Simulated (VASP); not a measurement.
AlN, 4 atoms in the cell. It takes space group P6_3/mmc (No. 194, hexagonal). Conventional cell: a = 3.359 Å, b = 3.359 Å, c = 4.321 Å, α = 90.00°, β = 90.00°, γ = 120.00°. Within 2.6 Å of Al (site symmetry -6m2) lie 5 N at 1.94 to 2.16 Å. N (site symmetry -6m2) has 5 Al at 1.94 to 2.16 Å within 2.6 Å. 

| Quantity | Value |
| --- | --- |
| Program | VASP 6.6.1 |
| Task | single point |
| Functional | PBE |
| Potentials or basis | VASP PAW PBE potentials, release 64 (Al, N) |
| Cutoff | 520 eV |
| k mesh | 9 × 9 × 6 |
| Occupations | gaussian, width 0.02 eV |
| Spin | no spin polarisation |
| Dipole correction | no |
| Further INCAR settings | ALGO = Normal; EDIFF = 1e-06; NBANDS = 16 |

Potentials or basis: VASP PAW PBE potentials, release 64 (Al, N).

Run with:

```console
$ cat potpaw_PBE.64/Al/POTCAR potpaw_PBE.64/N/POTCAR > POTCAR
$ mpirun -np 1 vasp_std > vasp.out
```

Hardware: 1 thread of Intel Xeon 8259CL, on a shared host.

Q: Estimate the wall time of this run.

A: Run time: 52 s on 1 thread of Intel Xeon 8259CL, on a shared host, peak memory 0.17 GiB. Counts: scf iterations 13, k points 48.
